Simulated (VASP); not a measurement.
Write the native input for VASP 6.6.1 that does the following.

```
Task                   : single point
Functional             : r2SCAN
Potentials or basis    : VASP PAW PBE potentials, release 64 (Br)
Cutoff                 : 520 eV
k mesh                 : 7 × 7 × 3
Occupations            : fermi-dirac, width 0.02 eV
Spin                   : no spin polarisation
Dipole correction      : no
Further INCAR settings : ALGO = Normal; EDIFF = 1e-06; NBANDS = 22
```

The system is Br.

```
Br
1.0
     3.55473   -2.12197    0.00000
     3.55473    2.12197    0.00000
     0.00000    0.00000    8.75505
Br
4
Direct
  0.85975 0.14025 0.11599
  0.64025 0.35975 0.61599
  0.14025 0.85975 0.88401
  0.35975 0.64025 0.38401
```

One way to write it, as run:

POSCAR

```
Br
1.0
    3.5547276174     -2.1219687308      0.0000000000
    3.5547276174      2.1219687308      0.0000000000
    0.0000000000      0.0000000000      8.7550468327
Br
4
Direct
    0.8597470533      0.1402529467      0.1159884674
    0.6402529467      0.3597470533      0.6159884674
    0.1402529467      0.8597470533      0.8840115326
    0.3597470533      0.6402529467      0.3840115326
```

INCAR.step1

```
SYSTEM = Br
  ALGO = Normal
  EDIFF = 1E-4
  ENCUT = 520
  GGA = PE
  ISMEAR = -1
  LASPH = .TRUE.
  LCHARG = .FALSE.
  LREAL = .FALSE.
  LWAVE = .TRUE.
  NBANDS = 22
  NELM = 100
  PREC = Accurate
  SIGMA = 0.02
```

INCAR.step2

```
SYSTEM = Br
  ALGO = Normal
  EDIFF = 1E-6
  ENCUT = 520
  ISIF = 2
  ISMEAR = -1
  ISTART = 1
  LASPH = .TRUE.
  LCHARG = .FALSE.
  LMIXTAU = .TRUE.
  LREAL = .FALSE.
  LWAVE = .FALSE.
  METAGGA = R2SCAN
  NBANDS = 22
  NELM = 100
  PREC = Accurate
  SIGMA = 0.02
```

KPOINTS

```
k-points
0
G
  7 7 3
  0 0 0
```

Potentials or basis: VASP PAW PBE potentials, release 64 (Br).

The run is started by

```sh
$ cat potpaw_PBE.64/Br/POTCAR > POTCAR
$ cp INCAR.step1 INCAR
$ mpirun -np 1 vasp_std > vasp.out
$ cp INCAR.step2 INCAR
$ mpirun -np 1 vasp_std > vasp.out
```

It gave:

| Property | Result |
| --- | --- |
| Pressure | 0.0 GPa |
| Largest force | 0.019 eV/Å |
| Band gap on the k mesh | 1.67 eV |

Caveat: the PAW data sets were made with another functional, which shifts forces and pressure a little.

It took 2 min on 1 thread of Intel(R) Xeon(R) 6975P-C (Granite Rapids), on a shared host, peak memory 0.3 GiB.
